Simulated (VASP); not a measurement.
A run of VASP 6.6.1 is set up as follows.

File INCAR:

```
SYSTEM = BaTiO3
  PREC = Accurate
  ENCUT = 600
  EDIFF = 1E-6
  ISMEAR = 0
  SIGMA = 0.01
  LREAL = .FALSE.
  LASPH = .TRUE.
  NELM = 120
  ALGO = Normal
  ISIF = 2
  LWAVE = .FALSE.
  LCHARG = .FALSE.
  GGA = PE
  NBANDS = 28
  GGA_COMPAT = .FALSE.
```

Contents of KPOINTS:

```
regular mesh
0
G
  6 6 6
  0 0 0
```

POSCAR

```
BaTiO3
1.0
    4.0696795953      0.0000000000      0.0000000000
    0.0000000000      4.0696795953      0.0000000000
    0.0000000000      0.0000000000      4.0881975634
Ba Ti O
1 1 3
Direct
    0.0000000000      0.0000000000      0.0000000000
    0.5000000000      0.5000000000      0.4900000000
    0.5000000000      0.5000000000      0.0190000000
    0.5000000000      0.0000000000      0.5170000000
    0.0000000000      0.5000000000      0.5170000000
```

Potentials or basis: VASP PAW PBE potentials, release 64 (Ba_sv, Ti_sv, O).

Launch:

```console
$ cat potpaw_PBE.64/Ba_sv/POTCAR potpaw_PBE.64/Ti_sv/POTCAR potpaw_PBE.64/O/POTCAR > POTCAR
$ mpirun -np 1 vasp_std > vasp.out
```

What does it give for the largest force?

0.580 eV/Å.

Predict the pressure.

-4.2 GPa.

Estimate the band gap on the k mesh.

1.66 eV (least direct gap 1.99 eV).

Stress tensor (GPa, compression positive):
```
-4.48  0.00  0.00
 0.00 -4.48  0.00
 0.00  0.00 -3.75
```

Caveat: the cell stands under tension; spin-orbit coupling is left out, which moves the levels of the heavy elements. A k mesh can miss the band edges.
